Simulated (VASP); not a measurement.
**Ga: single point with LDA**

Crystal: Ga.

```xyz
1
Lattice="-1.2507 1.2507 1.2507 1.2507 -1.2507 1.2507 1.2507 1.2507 -1.2507" Properties=species:S:1:pos:R:3 pbc="T T T"
Ga    0.0000    0.0000    0.0000
```

This cell differs from its parent crystal: volume scaled by 0.45.

```yaml
Program: VASP 6.6.1
Task: single point
Functional: LDA
Potentials_or_basis: VASP PAW LDA potentials, release 64 (Ga_d)
Cutoff: 520 eV
k_mesh: 16 × 16 × 16
Occupations: fermi-dirac, width 0.05 eV
Spin: no spin polarisation
Dipole_correction: no
Further_INCAR_settings: ALGO = Normal; EDIFF = 1e-06; NBANDS = 12
```

| Property | Result |
| --- | --- |
| Pressure | 347.5 GPa |

Levels at points of the mesh, in eV from the Fermi level:
```
           k point  band 4  band 5  band 6  band 7  band 8  band 9
(0.00, 0.00, 0.00)  -18.63  -17.43  -17.43   22.77   22.77   22.77
(0.50, 0.00, 0.00)  -17.34  -16.62  -10.35   -5.02   13.26   13.32
(0.50, 0.50, 0.50)  -16.82  -16.82    1.08    1.08    1.08    7.05
```

It took 2.8 s on 1 thread of Intel(R) Xeon(R) 6975P-C (Granite Rapids), on a shared host, peak memory 0.12 GiB.
